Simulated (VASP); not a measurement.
# Zn5Cd2Te (P4/mmm) in VASP: further runs, part 2 of 2

VASP 6.6.1. The steps go on from the part before.

## 4. Relaxation of cell and atoms, PBE

This run uses another cell than the first one, of 18.63 Å³/atom.

INCAR reads:

```
PREC = Accurate
ENCUT = 600
EDIFF = 1E-7
ISMEAR = 0
SIGMA = 0.2
LREAL = F
LASPH = T
NELM = 60
ALGO = Fast
ISIF = 3
LWAVE = F
LCHARG = F
GGA = PE
IBRION = 2
NSW = 36
EDIFFG = -0.08
```

KPOINTS reads:

```
Automatic mesh
0
Gamma
  4 4 2
```

POSCAR reads:

```
Zn5Cd2Te
1.0
    4.2000000000      0.0000000000      0.0000000000
    0.0000000000      4.2000000000      0.0000000000
    0.0000000000      0.0000000000      8.4500000000
Zn Cd Te
5 2 1
Direct
    0.0000000000      0.5000000000      0.7600000000
    0.5000000000      0.5000000000      0.0000000000
    0.5000000000      0.0000000000      0.7600000000
    0.0000000000      0.5000000000      0.2400000000
    0.5000000000      0.0000000000      0.2400000000
    0.0000000000      0.0000000000      0.5000000000
    0.5000000000      0.5000000000      0.5000000000
    0.0000000000      0.0000000000      0.0000000000
```

Potentials or basis: VASP PAW PBE potentials, release 64 (Zn, Cd, Te).

Started as:

```
$ cat potpaw_PBE.64/Zn/POTCAR potpaw_PBE.64/Cd/POTCAR potpaw_PBE.64/Te/POTCAR > POTCAR
$ mpirun -np 1 vasp_std > vasp.out
```

OUTCAR:

```text
PREC = Accurate
   ENCUT = 600
   EDIFF = 1E-7
   ISMEAR = 0
   LREAL = F
   LASPH = T
   NELM = 60
   ISIF = 3
   GGA = PE
   IBRION = 2
   NSW = 36
   EDIFFG = -0.08

 ion  position               nearest neighbor table
   1  0.000  0.500  0.760-   2 2.92   8 2.92   8 2.92   2 2.92   3 2.97   3 2.97   3 2.97   3 2.97
                             7 3.04   6 3.04   7 3.04   6 3.04
   2  0.500  0.500  0.000-   1 2.92   3 2.92   4 2.92   5 2.92   3 2.92   5 2.92   1 2.92   4 2.92
                             8 2.97   8 2.97   8 2.97   8 2.97
   3  0.500  0.000  0.760-   2 2.92   8 2.92   2 2.92   8 2.92   1 2.97   1 2.97   1 2.97   1 2.97
                             7 3.04   6 3.04   6 3.04   7 3.04
   4  0.000  0.500  0.240-   2 2.92   8 2.92   8 2.92   2 2.92   5 2.97   5 2.97   5 2.97   5 2.97
                             7 3.04   6 3.04   7 3.04   6 3.04
   5  0.500  0.000  0.240-   2 2.92   8 2.92   2 2.92   8 2.92   4 2.97   4 2.97   4 2.97   4 2.97
                             7 3.04   6 3.04   6 3.04   7 3.04
[... 201 lines left out ...]
  Total        4.0890886      4.0890886      1.4230145      0.0000000     -0.0000000      0.0000000
  in kB       43.9523214     43.9523214     15.2955327      0.0000000     -0.0000000      0.0000000
  external PRESSURE =      34.4000585 kB  Pullay stress =       0.0000000 kB
[... 239 lines left out ...]
--------------------------------------- Ionic step        7  -------------------------------------------

 number of electron      89.9999942 magnetization

 Free energy of the ion-electron system (eV)
  ---------------------------------------------------
  ext. energy  EPLUGINS =         0.00000000
  ---------------------------------------------------
  free energy    TOTEN  =        -9.11563505 eV

  energy without entropy =       -9.04028907  energy(sigma->0) =       -9.07796206

 E-fermi :   3.7519     XC(G=0): -10.7952

 val. band max:        3.6779093000   @ k =   0.5000   0.2500   0.0000
 cond. band min:       3.7740865092   @ k =   0.5000   0.5000   0.5000
 fundamental gap:      0.0961772092
 Fermi energy:         3.7519456476

 k-point     1 :       0.0000    0.0000    0.0000
  band No.  band energies     occupation
      1      -9.0565      2.00000
      2      -5.9341      2.00000
      3      -5.9072      2.00000
      4      -5.6862      2.00000
      5      -5.5868      2.00000
      6      -5.5868      2.00000
[... 708 lines left out ...]
  FREE ENERGIE OF THE ION-ELECTRON SYSTEM (eV)
  ---------------------------------------------------
  free  energy   TOTEN  =        -9.1156350450 eV

  energy  without entropy=       -9.0402890748  energy(sigma->0) =       -9.07796206

 reached required accuracy - stopping structural energy minimisation
```

Wall time 21 min (1 thread of Intel Xeon 8259CL, shared host); peak memory 0.36 GiB.

Results:

```yaml
Free_energy: -9.1156 eV
Relaxed_volume: 19.73 Å³/atom
Relaxed_cell: a = 4.366 Å, b = 4.366 Å, c = 8.280 Å, α = 90.00°, β = 90.00°, γ = 90.00°
Space_group_after_relaxing_to_0.1_Å: P4/mmm (No. 123)
Energy_gained_by_relaxing: 26.6 meV/atom
Ionic_steps: 7
Pressure_after_relaxing: 0.0 GPa
Largest_force_after_relaxing: 0.054 eV/Å
Band_gap_on_the_k_mesh: zero (bands 45 and 46 overlap by 3.22 eV)
```

Forces on the atoms (eV/Å):
```
Zn   0.000  0.000 -0.054
Zn   0.000  0.000  0.000
Zn   0.000  0.000 -0.054
Zn   0.000  0.000  0.054
Zn   0.000  0.000  0.054
Cd   0.000  0.000  0.000
Cd   0.000  0.000  0.000
Te   0.000  0.000  0.000
```

Stress tensor (GPa, compression positive):
```
-0.18  0.00  0.00
 0.00 -0.18  0.00
 0.00  0.00  0.34
```

The path:
| step | energy change (eV) | largest force (eV/Å) | pressure (GPa) | volume (Å³) |
| --- | --- | --- | --- | --- |
| 1 | 0.0000 | 0.4305 | 3.44 | 149.06 |
| 2 | -0.1374 | 0.3055 | -0.06 | 157.84 |
| 3 | -0.1414 | 0.2806 | -0.76 | 160.04 |
| 4 | -0.1715 | 0.2407 | -0.56 | 159.25 |
| 5 | -0.2052 | 0.1263 | 0.13 | 157.31 |
| 6 | -0.2057 | 0.1103 | 0.23 | 157.04 |
| 7 | -0.2127 | 0.0536 | -0.01 | 157.81 |

Final structure:
```cif
data_structure
_symmetry_space_group_name_H-M 'P 1'
_symmetry_Int_Tables_number 1
_cell_length_a 4.3658
_cell_length_b 4.3658
_cell_length_c 8.2797
_cell_angle_alpha 90.000
_cell_angle_beta 90.000
_cell_angle_gamma 90.000
_cell_volume 157.81
loop_
_atom_site_label
_atom_site_type_symbol
_atom_site_fract_x
_atom_site_fract_y
_atom_site_fract_z
_atom_site_occupancy
Zn1 Zn 0.00000 0.50000 0.74742 1
Zn2 Zn 0.50000 0.50000 0.00000 1
Zn3 Zn 0.50000 0.00000 0.74742 1
Zn4 Zn 0.00000 0.50000 0.25258 1
Zn5 Zn 0.50000 0.00000 0.25258 1
Cd1 Cd 0.00000 0.00000 0.50000 1
Cd2 Cd 0.50000 0.50000 0.50000 1
Te1 Te 0.00000 0.00000 0.00000 1
```

Caveat: the k points lie up to 0.38 Å⁻¹ apart in the final cell, too coarse for converged energies and pressures of a metal; spin-orbit coupling is left out, which moves the levels of the heavy elements; the relaxation stopped at a loose force limit of 0.08 eV/Å, so its end isn't a converged minimum.

## 5. Summary

| task | cell | k mesh | cutoff (eV) | smearing | gap on the mesh (eV) | pressure (GPa) | relaxed volume (Å³/atom) | largest force (eV/Å) |
| --- | --- | --- | --- | --- | --- | --- | --- | --- |
| single point | a = 4.303, b = 4.303, c = 8.586 Å, 8 atoms, atomic positions A | 8 × 8 × 4 | 520 | gaussian 0.1 eV | none | 0.2 | - | 0.01 |
| relaxation of cell and atoms | relaxed from a = 4.065, b = 4.065, c = 8.875 Å, 8 atoms, atomic positions B | 4 × 4 × 2 | 600 | gaussian 0.2 eV | none | 0.1 | 20.17 | - |
| relaxation of cell and atoms | relaxed from a = 4.200, b = 4.200, c = 8.450 Å, 8 atoms, atomic positions C | 4 × 4 × 2 | 600 | gaussian 0.2 eV | none | 0.0 | 19.73 | 0.05 |

Alike in all rows: level PBE; potentials or basis VASP PAW PBE potentials, release 64 (Zn, Cd, Te); no spin polarisation.

Caveats: some runs use coarse meshes; spin-orbit coupling is left out, which moves the levels of the heavy elements; the relaxation stopped at a loose force limit of 0.08 eV/Å, so its end isn't a converged minimum (at least some runs).

Total energies depend on the potentials used, so only differences within one code and one set of settings carry meaning.

The gap in the log of VASP goes by the Fermi energy; the results here count the filled bands.